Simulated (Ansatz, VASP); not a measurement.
**Ni in VASP and in Ansatz**

```xyz
1
Lattice="2.3283 0.0000 0.0000 0.0000 2.3283 0.0000 0.0000 0.0000 2.3283" Properties=species:S:1:pos:R:3 pbc="T T T"
Ni    0.0000    0.0000    0.0000
```

Alike in both runs: functional PBE; k mesh 14 × 14 × 14; occupations fermi-dirac, width 0.05 eV; collinear spin.

Ansatz relaxed the structure, and its values are those at the end. VASP's run is a single point on that final structure, the one shown.

|  | VASP | Ansatz |
| --- | --- | --- |
| version | VASP 6.6.1 | Ansatz 0.2.0 |
| potentials or method | VASP PAW PBE potentials, release 64 (Ni), cutoff 520 eV | plane waves (420 eV) with PAW, scalar-relativistic |
| valence electrons in the cell | 10 | 18 |

|  | VASP | Ansatz | Ansatz less VASP |
| --- | --- | --- | --- |
| pressure (GPa) | -0.2 | 0.0 | +0.20 |
| net moment per atom (μB) | 0.51 | 0.52 | +0.015 |
| size of the moment on the site where the two differ most (μB) | 0.51 | 0.54 | +0.025 |

Site moments also hang on the region over which each program counts them. VASP's potentials hold 10 valence electrons a cell and Ansatz's 18, so a difference there can come from the potentials and not from the codes.
